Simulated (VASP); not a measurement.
Wanted: the native input for a VASP 6.6.1 run.

| Quantity | Value |
| --- | --- |
| Task | single point |
| Functional | PBE |
| Potentials or basis | VASP PAW PBE potentials, release 64 (Mg, S) |
| Cutoff | 520 eV |
| k mesh | 6 × 6 × 4 |
| Occupations | gaussian, width 0.1 eV |
| Spin | no spin polarisation |
| Dipole correction | no |
| Further INCAR settings | ALGO = Normal; EDIFF = 1e-07; NBANDS = 19 |

The structure of Mg2S3 lies in POSCAR:

```
Mg2S3
1.0
    3.8645128308      0.0000000000      0.0000000000
   -1.9322564154      3.3467662847      0.0000000000
    0.0000000000      0.0000000000      7.6052386710
Mg S
2 3
Direct
    0.3333333333      0.6666666667      0.2058421244
    0.6666666667      0.3333333333      0.7941578756
    0.0000000000      0.0000000000      0.0000000000
    0.3333333333      0.6666666667      0.6471698985
    0.6666666667      0.3333333333      0.3528301015
```

One way to write it, as run:

INCAR

```
ALGO = Normal ; EDIFF = 1E-7
ENCUT = 520 ; GGA = PE
ISIF = 2 ; ISMEAR = 0
LASPH = True ; LCHARG = False
LREAL = False ; LWAVE = False
NBANDS = 19 ; NELM = 60
PREC = Accurate ; SIGMA = 0.1
```

KPOINTS

```
k-points
0
Gamma
  6 6 4
```

Potentials or basis: VASP PAW PBE potentials, release 64 (Mg, S).

The run is started by

```sh
$ cat potpaw_PBE.64/Mg/POTCAR potpaw_PBE.64/S/POTCAR > POTCAR
$ mpirun -np 1 vasp_std > vasp.out
```

It gave:

The pressure is -0.4 GPa, the largest force is 0.039 eV/Å and the band gap on the k mesh is zero (band 11 reaches 3.09 eV, above the bottom of band 12 at 2.22 eV).

Run time: 21 s on 1 thread of Intel(R) Xeon(R) 6975P-C (Granite Rapids), with other jobs on the host, peak memory 0.23 GiB.
